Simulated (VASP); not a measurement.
Sb, 2 atoms in the cell. The cell holds a slab with vacuum, 2 atoms: a = 4.105 Å, b = 4.105 Å, c = 26.855 Å, α = 90.00°, β = 90.00°, γ = 120.00°. 

| Item | Value |
| --- | --- |
| Program | VASP 6.6.1 |
| Task | single point |
| Functional | HSE06 |
| Potentials or basis | VASP PAW PBE potentials, release 64 (Sb) |
| Cutoff | 520 eV |
| k mesh | 6 × 6 × 1 |
| Occupations | gaussian, width 0.01 eV |
| Spin | no spin polarisation |
| Dipole correction | yes |
| Grid for exact exchange (PRECFOCK) | Normal |
| Further INCAR settings | ALGO = Normal; EDIFF = 1e-06; NBANDS = 12 |
| Share of exact exchange | 0.25 |
| Screening parameter | 0.2079 1/Å |

Potentials or basis: VASP PAW PBE potentials, release 64 (Sb).

Run with:

```sh
$ cat potpaw_PBE.64/Sb/POTCAR > POTCAR
$ cp INCAR.step1 INCAR
$ mpirun -np 1 vasp_std > vasp.out
$ cp INCAR.step2 INCAR
$ mpirun -np 1 vasp_std > vasp.out
```

Hardware: 1 thread of Oxide Virtual Turin-like Processor, on a shared host.

Question: How long does it take, and how much memory?

Answer: Run time: 21 min on 1 thread of Oxide Virtual Turin-like Processor, on a shared host, peak memory 0.58 GiB. Counts: k points 7.
